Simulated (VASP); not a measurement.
Hf2Pd2Se2Br2O3, 11 atoms in the cell. Symmetry: Cm, No. 8, monoclinic system. Conventional cell: a = 12.311 Å, b = 3.397 Å, c = 10.798 Å, α = 90.00°, β = 92.47°, γ = 90.00°. Hf (site symmetry m) has 3 O at 1.96 to 2.13 Å within 2.6 Å. Hf (site symmetry m) has 3 O at 1.88 to 2.08 Å within 2.5 Å. Within 3.2 Å of Pd (site symmetry m) lie 2 O at 2.24 Å and 3 Se at 2.44 to 3.05 Å and 2 Hf at 3.18 Å. Within 3.5 Å of Pd (site symmetry m) lie 4 Se at 2.42 to 2.57 Å and 1 O at 3.28 Å and 3 Pd at 3.40 to 3.41 Å. Within 3.2 Å of Se (site symmetry m) lie 3 Pd at 2.42 to 3.05 Å and 1 Hf at 2.75 Å. Se (site symmetry m) has 4 Pd at 2.44 to 2.57 Å and 1 O at 3.11 Å within 3.2 Å. Br (site symmetry m) has 3 Hf at 2.78 to 3.19 Å and 5 O at 3.18 to 3.46 Å and 4 Br at 3.40 to 3.71 Å and 2 Se at 3.56 Å within 3.8 Å. Br (site symmetry m) has 5 Hf at 2.72 to 4.21 Å and 7 O at 3.08 to 3.84 Å and 1 Pd at 3.33 Å and 4 Br at 3.40 to 3.71 Å and 2 Se at 3.62 Å within 4.3 Å. 

```yaml
Program: VASP 6.6.1
Task: single point
Functional: PBE
Potentials_or_basis: VASP PAW PBE potentials, release 64 (Hf_pv, Pd, Se, Br, O)
Cutoff: 520 eV
k_mesh: 6 × 6 × 2
Occupations: fermi-dirac, width 0.05 eV
Spin: no spin polarisation
Dipole_correction: no
Further_INCAR_settings: ALGO = Normal; EDIFF = 1e-07; NBANDS = 53
```

Potentials or basis: VASP PAW PBE potentials, release 64 (Hf_pv, Pd, Se, Br, O).

Command:

```bash
$ cat potpaw_PBE.64/Hf_pv/POTCAR potpaw_PBE.64/Pd/POTCAR potpaw_PBE.64/Se/POTCAR potpaw_PBE.64/Br/POTCAR potpaw_PBE.64/O/POTCAR > POTCAR
$ mpirun -np 1 vasp_std > vasp.out
```

Hardware: 1 thread of Intel(R) Xeon(R) Platinum 8488C (Sapphire Rapids) (shared host).

Estimate the wall time of this run.

It took 6.3 min on 1 thread of Intel(R) Xeon(R) Platinum 8488C (Sapphire Rapids) (shared host), peak memory 0.65 GiB. Counts: scf iterations 19, k points 26.
